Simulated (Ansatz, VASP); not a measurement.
Al3BN2: VASP beside Ansatz

```
Al B N
1.0
     2.89792    1.67311    2.69438
    -2.89792    1.67311    2.69438
     0.00000   -3.34623    2.69438
Al B N
3 1 2
Cartesian
  -1.4490 0.8366 1.3472
  1.4490 0.8366 1.3472
  0.0000 -1.6731 1.3472
  0.0000 0.0000 0.0000
  0.0000 0.0000 5.8455
  0.0000 0.0000 2.2377
```

Change from the starting cell: species swapped into the Dy2Al3Cu type (R-3m, No. 166).

Alike in both runs: functional PBE; k mesh 3 × 3 × 3; occupations gaussian, width 0.15 eV; no spin polarisation.

Ansatz relaxed the structure, and its values are those at the end. VASP's run is a single point on that final structure, the one shown.

|  | VASP | Ansatz |
| --- | --- | --- |
| version | VASP 6.6.1 | Ansatz 0.2.0 |
| potentials or method | VASP PAW PBE potentials, release 64 (Al, B, N), cutoff 600 eV | scalar-relativistic, plane waves, PAW |
| valence electrons in the cell | 22 | 22 |

```tsv
	VASP	Ansatz	Ansatz less VASP
gap on the k mesh at the Fermi level (eV)	2.06	2.06	+0.004
least direct gap on the mesh (eV)	2.13	2.14	+0.009
pressure (GPa)	0.3	0.4	+0.11
rms of the force components (eV/Å)	0.005	0.003	-0.0019
```

The functional is the same, so the differences come from potentials, cutoffs and numerics.

The k mesh is coarse, so the values compare programs but aren't converged.
